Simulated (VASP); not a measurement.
Runs of VASP 6.6.1 on Ca2SeO. The structure is that of space group R-3m (No. 166), or close to it. The cells are those of the table. 

| task | level | cell | cutoff (eV) | gap on the mesh (eV) | pressure (GPa) |
| --- | --- | --- | --- | --- | --- |
| single point | r2SCAN | a = 6.658 Å, angles 32.9°, 4 atoms | 520 | (a) | 0.5 |
| relaxation of cell and atoms | PBE | relaxed from a = 6.580 Å, angles 33.6°, 4 atoms | 600 | 1.73 | 0.0 |
| single point | PBE | a = 6.658 Å, angles 32.9°, 4 atoms | 520 | 1.68 | (b) |
| single point | PBE | a = 6.711 Å, angles 32.8°, 4 atoms | 520 | 1.72 | 0.3 |

Alike in all rows: potentials or basis VASP PAW PBE potentials, release 64 (O, Se, Ca_sv); no spin polarisation; k mesh 8 × 8 × 8; smearing fermi-dirac 0.02 eV.

Q: Estimate the missing entries.

A: (a) 2.10; (b) 1.5.

Caveats: the PAW data sets were made with another functional, which shifts forces and pressure a little (some runs).

A k mesh can miss the band edges, and the runs leave out spin-orbit coupling on Se.
